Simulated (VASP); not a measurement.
Crystal: C.

```
C
1.0
     0.00000    1.77942    1.65522
     1.77942    0.00000    1.65522
     1.77942    1.77942    0.00000
C
2
Direct
  0.50000 0.50000 0.50000
  0.75000 0.75000 0.75000
```

This cell differs from its parent crystal: volume 5.241 Å^3 an atom, c/a of the conventional cell 0.9302.

Base run:

| Property | Result |
| --- | --- |
| Program | VASP 6.6.1 |
| Functional | LDA |
| Potentials or basis | VASP PAW LDA potentials, release 64 (C) |
| Cutoff | 520 eV |
| k mesh | 12 × 12 × 12 |
| Occupations | gaussian, width 0.05 eV |
| Spin | no spin polarisation |

Its results: band gap on the k mesh 2.44 eV, indirect (least direct gap 4.50 eV); pressure 27.1 GPa.

The run is repeated on the same cell with these changes: potentials or basis from VASP PAW LDA potentials, release 64 (C) to VASP PAW LDA potentials, release 64 (C_h); cutoff from 520 eV to 910 eV. What comes out?

Band gap on the k mesh 2.44 eV, indirect (least direct gap 4.50 eV); pressure 26.0 GPa.

Caveats: the cutoff is under 1.25 times the usual one of these potentials, so pressure, stress and relaxed cells hold a basis-set (Pulay) error (some runs).

A k mesh can miss the band edges.
